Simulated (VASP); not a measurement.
# SiO2 (I-42d) in VASP: notebook

SiO2 is run at these levels: PBEsol; tasks: single point.

Everything below comes from runs of VASP 6.6.1. Logs are shortened: lines on timing, memory, paths and dates and some standing lists are left out, and cuts for length are marked.

## (1) The cell of the first run

Symmetry: I-42d, No. 122, tetragonal system. Conventional cell: a = 4.748 Å, b = 4.748 Å, c = 7.338 Å, α = 90.00°, β = 90.00°, γ = 90.00°. Si (site symmetry -4) has 4 O at 1.61 Å within 2.1 Å. O (site symmetry 2) has 2 Si at 1.61 Å within 2.1 Å.

## (2) Single point, PBEsol (zz strain of -2 %)

INCAR

```
SYSTEM = SiO2
ALGO     = Normal         ! electronic algorithm
EDIFF    = 1E-6           ! SCF threshold, eV
ENCUT    = 520            ! plane-wave cutoff, eV
GGA      = PS             ! functional
ISIF     = 2              ! what is computed and relaxed
ISMEAR   = -1             ! smearing method
LASPH    = .TRUE.         ! aspherical terms in the spheres
LCHARG   = .FALSE.        ! write CHGCAR
LREAL    = .FALSE.        ! projectors in reciprocal space
LWAVE    = .FALSE.        ! write WAVECAR
NBANDS   = 25             ! bands
NELM     = 60             ! most SCF steps
PREC     = Accurate       ! precision mode
SIGMA    = 0.03           ! smearing width, eV
```

KPOINTS

```
k-points
0
G
  7 7 7
  0 0 0
```

POSCAR

```
SiO2
1.0
   -2.3740500000      2.3740500000      3.6691200000
    2.3740500000     -2.3740500000      3.6691200000
    2.3740500000      2.3740500000     -3.6691200000
Si O
2 4
Direct
    0.0000000000      0.0000000000      0.0000000000
    0.7500000000      0.2500000000      0.5000000000
    0.9983800000      0.6250000000      0.8733800000
    0.3750000000      0.2483800000      0.3733800000
    0.7516200000      0.1250000000      0.1266200000
    0.8750000000      0.0016200000      0.6266200000
```

Potentials or basis: VASP PAW PBE potentials, release 64 (Si, O).

Command:

```bash
$ cat potpaw_PBE.64/Si/POTCAR potpaw_PBE.64/O/POTCAR > POTCAR
$ mpirun -np 1 vasp_std > vasp.out
```

OUTCAR:

```text
SYSTEM = SiO2
   EDIFF = 1E-6
   ENCUT = 520
   GGA = PS
   ISIF = 2
   ISMEAR = -1
   LASPH = .TRUE.
   LREAL = .FALSE.
   NELM = 60
   PREC = Accurate

 ion  position               nearest neighbor table
   1  0.000  0.000  0.000-   3 1.61   4 1.61   5 1.61   6 1.61   2 3.00   2 3.00   2 3.00   2 3.00

   2  0.750  0.250  0.500-   3 1.61   4 1.61   6 1.61   5 1.61   1 3.00   1 3.00   1 3.00   1 3.00

   3  0.998  0.625  0.873-   1 1.61   2 1.61
   4  0.375  0.248  0.373-   1 1.61   2 1.61
   5  0.752  0.125  0.127-   1 1.61   2 1.61
   6  0.875  0.002  0.627-   2 1.61   1 1.61

  LATTYP: Found a body centered tetragonal cell.
 ALAT       =     4.7481000000
 C/A-ratio  =     1.5455108359

  Lattice vectors:

 A1 = (  -2.3740500000,   2.3740500000,   3.6691200000)
 A2 = (   2.3740500000,  -2.3740500000,   3.6691200000)
 A3 = (   2.3740500000,   2.3740500000,  -3.6691200000)

Analysis of symmetry for initial positions (statically):
=====================================================================
 Subroutine PRICEL returns:
 Original cell was already a primitive cell.

 Routine SETGRP: Setting up the symmetry group for a
 body centered tetragonal supercell.

 Subroutine GETGRP returns: Found  8 space group operations
 (whereof  4 operations were pure point group operations)
 out of a pool of 16 trial point group operations.

The static configuration has the point symmetry S_4 .
 The point group associated with its full space group is D_2d.

Analysis of symmetry for dynamics (positions and initial velocities):
=====================================================================
 Subroutine PRICEL returns:
 Original cell was already a primitive cell.

 Routine SETGRP: Setting up the symmetry group for a
 body centered tetragonal supercell.

 Subroutine GETGRP returns: Found  8 space group operations
 (whereof  4 operations were pure point group operations)
 out of a pool of 16 trial point group operations.

The dynamic configuration has the point symmetry S_4 .
 The point group associated with its full space group is D_2d.

 Subroutine INISYM returns: Found  8 space group operations
 (whereof  4 operations are pure point group operations),
 and found     1 'primitive' translations

----------------------------------------------------------------------------------------

                                     Primitive cell

  volume of cell :      82.7183

  direct lattice vectors                    reciprocal lattice vectors
[... 98 lines left out ...]
   NSW    =      0    number of steps for IOM
   IBRION =     -1    ionic relax: 0-MD 1-quasi-New 2-CG
   NFREE  =      0    steps in history (QN), initial steepest desc. (CG)
   ISIF   =      2    stress and relaxation
   ISYM   =      2    0-nonsym 1-usesym 2-fastsym
   POTIM  = 0.5000    time-step for ionic-motion
   TEBEG  =    0.0;   TEEND  =   0.0 temperature during run
   PSTRESS=    0.0 pullay stress
   NELECT =      32.0000    total number of electrons
   NUPDOWN=      -1.0000    fix difference up-down
   EMIN   =  10.00;   EMAX   =-10.00  energy-range for DOS
   EFERMI =   0.00;   METHOD = LEGACY
   ISMEAR =    -1;   SIGMA  =   0.03  broadening in eV -4-tet -1-fermi 0-gaus
   EFERMI_NEDOS =   21; number of points for ismear=-14 and -15
   IALGO  =     38    algorithm
   IMIX   =      4    mixing-type and parameters
     AMIX     =   0.40;   BMIX     =  1.00
     AMIX_MAG =   1.60;   BMIX_MAG =  1.00
  volume/ion in A,a.u.               =      13.79        93.04
  Fermi-wavevector in a.u.,A,eV,Ry     =   1.192864  2.254186 19.360065  1.422925
  Thomas-Fermi vector in A             =   2.328892
   LORBIT       =      0    0 simple, 1 ext, 2 COOP (PROOUT), +10 PAW based schemes
   GGA     = PS    functional components
   LHFCALC =     F    Hartree Fock is set to
   AEXX    =    0.0000 exact exchange contribution
   IVDW    =     0    specifies the selected vdW correction
   LEPSILON=     F    determine dielectric tensor
   LRPA    =     F    only Hartree local field effects (RPA)
 non-spin polarized calculation
  energy-cutoff  :      520.00
  volume of cell :       82.72
 maximum number of plane-waves:      2244
 NGX is ok and might be reduce to    40
   NGX = 19   NGY = 19   NGZ = 19

 number of electron      32.0000003 magnetization

 Free energy of the ion-electron system (eV)
  ---------------------------------------------------
  ext. energy  EPLUGINS =         0.00000000
  ---------------------------------------------------
  free energy    TOTEN  =       -49.26856662 eV

  energy without entropy =      -49.26856662  energy(sigma->0) =      -49.26856662

 E-fermi :   0.6103     XC(G=0):  -8.7961

 val. band max:       -0.0861769119   @ k =   0.0000   0.0000   0.0000
 cond. band min:       6.0470003649   @ k =   0.0000   0.0000   0.0000
 fundamental gap:      6.1331772768
 Fermi energy:         0.6102923259

 k-point     1 :       0.0000    0.0000    0.0000
  band No.  band energies     occupation
      1     -19.2199      2.00000
      2     -17.0118      2.00000
      3     -17.0118      2.00000
      4     -16.9746      2.00000
      5      -8.9186      2.00000
      6      -5.4371      2.00000
[... 661 lines left out ...]
     24      12.9147      0.00000
     25      13.2310      0.00000

 [... further k-points ...]

------------------------ aborting loop because EDIFF is reached ----------------------------------------

  FORCE on cell =-STRESS in cart. coord.  units (eV):
  Direction    XX          YY          ZZ          XY          YZ          ZX
  --------------------------------------------------------------------------------------
  -------------------------------------------------------------------------------------
  Total        2.9052714      2.9052714      2.4813837      0.0000000     -0.0000000      0.0000000
  in kB       56.2724281     56.2724281     48.0621151      0.0000000     -0.0000000      0.0000000
  external PRESSURE =      53.5356571 kB  Pullay stress =       0.0000000 kB

 VOLUME and BASIS-vectors are now :
 -----------------------------------------------------------------------------
  energy-cutoff  :      520.00
  volume of cell :       82.72
      direct lattice vectors                 reciprocal lattice vectors
    -2.374050000  2.374050000  3.669120000     0.000000000  0.210610560  0.136272458
     2.374050000 -2.374050000  3.669120000     0.210610560  0.000000000  0.136272458
     2.374050000  2.374050000 -3.669120000     0.210610560  0.210610560  0.000000000

 POSITION                                       TOTAL-FORCE (eV/Angst)
 -----------------------------------------------------------------------------------
      0.00000      0.00000      0.00000        -0.000000     -0.000000     -0.000000
      0.00000      2.37405      1.83456        -0.000000     -0.000000      0.000000
      1.18702      2.95987      2.75184        -0.000000      0.271910     -0.000000
      0.58582      1.18702      0.91728         0.271910     -0.000000     -0.000000
     -1.18702      1.78823      2.75184        -0.000000     -0.271910      0.000000
     -0.58582      3.56107      0.91728        -0.271910      0.000000      0.000000
 -----------------------------------------------------------------------------------
    total drift:                                0.000001      0.000001      0.000002

  FREE ENERGIE OF THE ION-ELECTRON SYSTEM (eV)
  ---------------------------------------------------
  free  energy   TOTEN  =       -49.2685666191 eV

  energy  without entropy=      -49.2685666191  energy(sigma->0) =      -49.26856662
```

Wall time 84 s (1 thread of Intel Xeon 6975P-C (Granite Rapids), shared host); peak memory 0.23 GiB.

Results:

- Free energy: -49.2686 eV
- Pressure: 5.4 GPa
- Largest force: 0.272 eV/Å
- Band gap on the k mesh: 6.13 eV

Forces on the atoms (eV/Å):
```
Si   0.000  0.000  0.000
Si   0.000  0.000  0.000
O    0.000  0.272  0.000
O    0.272  0.000  0.000
O    0.000 -0.272  0.000
O   -0.272  0.000  0.000
```

Caveat: the cell differs from its parent crystal (zz strain of -2 %); the cell stands under pressure; the PAW data sets were made with another functional, which shifts forces and pressure a little; an odd mesh through Γ misses points on the zone boundary, where band edges can lie.

## (3) Single point, PBEsol (zz strain of +1 %)

INCAR

```
  ALGO = Normal
  EDIFF = 1E-6
  ENCUT = 520
  GGA = PS
  ISIF = 2
  ISMEAR = -1
  LASPH = True
  LCHARG = False
  LREAL = False
  LWAVE = False
  NBANDS = 25
  NELM = 80
  PREC = Accurate
  SIGMA = 0.03
```

KPOINTS

```
k-points
0
Gamma
  7 7 7
```

Changes to POSCAR since step 2:

```diff
@@ -2,5 +2,5 @@
 1.0
-   -2.3740500000      2.3740500000      3.6691200000
-    2.3740500000     -2.3740500000      3.6691200000
-    2.3740500000      2.3740500000     -3.6691200000
+   -2.3740500000      2.3740500000      3.7814400000
+    2.3740500000     -2.3740500000      3.7814400000
+    2.3740500000      2.3740500000     -3.7814400000
 Si O
```

Potentials or basis: VASP PAW PBE potentials, release 64 (Si, O).

Command:

```bash
$ cat potpaw_PBE.64/Si/POTCAR potpaw_PBE.64/O/POTCAR > POTCAR
$ mpirun -np 1 vasp_std > vasp.out
```

Wall time 79 s (1 thread of Intel Xeon 6975P-C (Granite Rapids), shared host); peak memory 0.24 GiB.

Results (log left out):

| Quantity | Value |
| --- | --- |
| Free energy | -49.2950 eV |
| Pressure | -0.1 GPa |
| Largest force | 0.088 eV/Å |
| Band gap on the k mesh | 5.89 eV |

Forces in eV/Å, atoms in the order of the input:
```
Si   0.000  0.000  0.000
Si   0.000  0.000  0.000
O    0.000 -0.088  0.000
O   -0.088  0.000  0.000
O    0.000  0.088  0.000
O    0.088  0.000  0.000
```

Stress tensor (GPa, compression positive):
```
 0.76  0.00  0.00
 0.00  0.76  0.00
 0.00  0.00 -1.81
```

Levels at points of the mesh, in eV from the valence-band top:
```
           k point  band 14  band 15  band 16  band 17  band 18  band 19
(0.00, 0.00, 0.00)    -1.05     0.00     0.00     5.89     8.51    11.06
```

Caveat: the cell differs from its parent crystal (zz strain of +1 %); the PAW data sets were made with another functional, which shifts forces and pressure a little; an odd mesh through Γ misses points on the zone boundary, where band edges can lie.

## (4) Single point, PBEsol (zz strain of +3 %)

INCAR

```
PREC = Accurate
ENCUT = 520
EDIFF = 1E-6
ISMEAR = -1
SIGMA = 0.03
LREAL = False
LASPH = True
NELM = 60
ALGO = Normal
ISIF = 2
LWAVE = False
LCHARG = False
GGA = PS
NBANDS = 25
```

KPOINTS

```
regular mesh
0
Gamma
  7 7 7
```

Changes to POSCAR since step 3:

```diff
@@ -2,5 +2,5 @@
 1.0
-   -2.3740500000      2.3740500000      3.7814400000
-    2.3740500000     -2.3740500000      3.7814400000
-    2.3740500000      2.3740500000     -3.7814400000
+   -2.3740500000      2.3740500000      3.8563200000
+    2.3740500000     -2.3740500000      3.8563200000
+    2.3740500000      2.3740500000     -3.8563200000
 Si O
```

Command:

```bash
$ cat potpaw_PBE.64/Si/POTCAR potpaw_PBE.64/O/POTCAR > POTCAR
$ mpirun -np 1 vasp_std > vasp.out
```

It took 62 s on 1 thread of Intel Xeon 6975P-C (Granite Rapids), shared host; peak memory 0.25 GiB.

It converged, with:

| Property | Result |
| --- | --- |
| Free energy | -49.2556 eV |
| Pressure | -3.4 GPa |
| Largest force | 0.303 eV/Å |
| Band gap on the k mesh | 5.71 eV |

Forces in eV/Å, atoms in the order of the input:
```
Si   0.000  0.000  0.000
Si   0.000  0.000  0.000
O    0.000 -0.303  0.000
O   -0.303  0.000  0.000
O    0.000  0.303  0.000
O    0.303  0.000  0.000
```

Stress tensor (GPa, compression positive):
```
-2.04  0.00  0.00
 0.00 -2.04  0.00
 0.00  0.00 -6.05
```

Levels at points of the mesh, in eV from the valence-band top:
```csv
k point,band 14,band 15,band 16,band 17,band 18,band 19
"(0.00, 0.00, 0.00)",-1.09,0.00,0.00,5.71,8.41,10.78
```

Caveat: the cell differs from its parent crystal (zz strain of +3 %); the cell stands under tension; the PAW data sets were made with another functional, which shifts forces and pressure a little; an odd mesh through Γ misses points on the zone boundary, where band edges can lie.

## (5) Single point, PBEsol (zz strain of -3 %)

INCAR

```
  PREC = Accurate
  ENCUT = 520
  EDIFF = 1E-6
  ISMEAR = -1
  SIGMA = 0.03
  LREAL = False
  LASPH = True
  NELM = 80
  ALGO = Normal
  ISIF = 2
  LWAVE = False
  LCHARG = False
  GGA = PS
  NBANDS = 25
```

KPOINTS

```
Automatic mesh
0
Gamma
  7 7 7
```

Changes to POSCAR since step 4:

```diff
@@ -2,5 +2,5 @@
 1.0
-   -2.3740500000      2.3740500000      3.8563200000
-    2.3740500000     -2.3740500000      3.8563200000
-    2.3740500000      2.3740500000     -3.8563200000
+   -2.3740500000      2.3740500000      3.6316800000
+    2.3740500000     -2.3740500000      3.6316800000
+    2.3740500000      2.3740500000     -3.6316800000
 Si O
```

Command:

```bash
$ cat potpaw_PBE.64/Si/POTCAR potpaw_PBE.64/O/POTCAR > POTCAR
$ mpirun -np 1 vasp_std > vasp.out
```

Wall time 2.5 min (1 thread of Intel Xeon 8259CL, shared host); peak memory 0.26 GiB.

Results (log left out):

| Property | Result |
| --- | --- |
| Free energy | -49.2362 eV |
| Pressure | 7.3 GPa |
| Largest force | 0.403 eV/Å |
| Band gap on the k mesh | 6.21 eV |

Forces on the atoms (eV/Å):
```
Si   0.000  0.000  0.000
Si   0.000  0.000  0.000
O    0.000  0.403  0.000
O    0.403  0.000  0.000
O    0.000 -0.403  0.000
O   -0.403  0.000  0.000
```

Stress tensor (GPa, compression positive):
```
7.44 0.00 0.00
0.00 7.44 0.00
0.00 0.00 7.08
```

Levels at points of the mesh, in eV from the valence-band top:
```csv
k point,band 12,band 13,band 14,band 15,band 16,band 17,band 18,band 19,band 20,band 21
"(0.00, 0.00, 0.00)",-1.39,-1.32,-0.97,0.00,0.00,6.21,8.72,11.60,11.60,11.85
```

Caveat: the cell differs from its parent crystal (zz strain of -3 %); the cell stands under pressure; the PAW data sets were made with another functional, which shifts forces and pressure a little; an odd mesh through Γ misses points on the zone boundary, where band edges can lie.

## (6) Summary

| cell | gap on the mesh (eV) | pressure (GPa) | largest force (eV/Å) |
| --- | --- | --- | --- |
| a = 4.973 Å, angles 123.0, 123.0, 84.9°, 6 atoms | 6.13 | 5.4 | 0.27 |
| a = 5.057 Å, angles 124.0, 124.0, 83.2°, 6 atoms | 5.89 | -0.1 | 0.09 |
| a = 5.113 Å, angles 124.7, 124.7, 82.1°, 6 atoms | 5.71 | -3.4 | 0.30 |
| a = 4.946 Å, angles 122.6, 122.6, 85.5°, 6 atoms | 6.21 | 7.3 | 0.40 |

Alike in all rows: task single point; level PBEsol; potentials or basis VASP PAW PBE potentials, release 64 (Si, O); no spin polarisation; k mesh 7 × 7 × 7; cutoff (eV) 520; smearing fermi-dirac 0.03 eV.

Caveats: the PAW data sets were made with another functional, which shifts forces and pressure a little; an odd mesh through Γ misses points on the zone boundary, where band edges can lie; the cell stands under pressure (at least some runs); the cell stands under tension (at least some runs).

Total energies depend on the potentials used, so only differences within one code and one set of settings carry meaning.
